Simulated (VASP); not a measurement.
Write the native input for VASP 6.6.1 that does the following.

```yaml
Task: single point
Functional: HSE06
Potentials_or_basis: VASP PAW PBE potentials, release 64 (K_sv, Br)
Cutoff: 520 eV
k_mesh: 4 × 4 × 4
Occupations: gaussian, width 0.01 eV
Spin: no spin polarisation
Dipole_correction: no
Grid_for_exact_exchange_PRECFOCK: Normal
Further_INCAR_settings: ALGO = Normal; EDIFF = 1e-06; NBANDS = 15
Share_of_exact_exchange: 0.25
Screening_parameter: 0.2079 1/Å
```

The system is KBr.

```
K Br
1.0
     0.00000    3.30225    3.30225
     3.20318    0.00000    3.30225
     3.20318    3.30225    0.00000
K Br
1 1
Cartesian
  0.0000 0.0000 0.0000
  3.2032 3.3022 3.3022
```

This cell differs from its parent crystal: uniaxial x strain -3.0%.

One way to write it, as run:

POSCAR

```
KBr
1.0
    0.0000000000      3.3022478147      3.3022478147
    3.2031803803      0.0000000000      3.3022478147
    3.2031803803      3.3022478147      0.0000000000
K Br
1 1
Direct
    0.0000000000      0.0000000000      0.0000000000
    0.5000000000      0.5000000000      0.5000000000
```

INCAR.step1

```
PREC     = Accurate       # precision mode
ENCUT    = 520            # plane-wave cutoff, eV
EDIFF    = 1E-5           # SCF threshold, eV
ISMEAR   = 0              # smearing method
SIGMA    = 0.01           # smearing width, eV
LREAL    = False          # projectors in reciprocal space
LASPH    = True           # aspherical terms in the spheres
NELM     = 60             # most SCF steps
ALGO     = Normal         # electronic algorithm
ISIF     = 2              # what is computed and relaxed
LWAVE    = True           # write WAVECAR
LCHARG   = False          # write CHGCAR
NBANDS   = 15             # bands
GGA      = PE             # functional
```

INCAR.step2

```
PREC     = Accurate       # precision mode
ENCUT    = 520            # plane-wave cutoff, eV
EDIFF    = 1E-6           # SCF threshold, eV
ISMEAR   = 0              # smearing method
SIGMA    = 0.01           # smearing width, eV
LREAL    = False          # projectors in reciprocal space
LASPH    = True           # aspherical terms in the spheres
NELM     = 60             # most SCF steps
ALGO     = Normal         # electronic algorithm
ISIF     = 2              # what is computed and relaxed
LWAVE    = False          # write WAVECAR
LCHARG   = False          # write CHGCAR
GGA      = PE             # functional
LHFCALC  = True           # exact exchange
HFSCREEN = 0.2079         # screening, 1/A
PRECFOCK = Normal       
NBANDS   = 15             # bands
ISTART   = 1
```

KPOINTS

```
regular mesh
0
Gamma
  4 4 4
```

Potentials or basis: VASP PAW PBE potentials, release 64 (K_sv, Br).

The run is started by

```sh
$ cat potpaw_PBE.64/K_sv/POTCAR potpaw_PBE.64/Br/POTCAR > POTCAR
$ cp INCAR.step1 INCAR
$ mpirun -np 1 vasp_std > vasp.out
$ cp INCAR.step2 INCAR
$ mpirun -np 1 vasp_std > vasp.out
```

Results of the run:

* Pressure: 1.0 GPa
* Band gap on the k mesh: 5.67 eV

Caveat: the cell differs from its parent crystal (uniaxial x strain -3.0%); the PAW data sets were made with another functional, which shifts forces and pressure a little.

It took 25 min on 1 thread of Intel Xeon 8259CL, with other jobs on the host, peak memory 0.3 GiB.
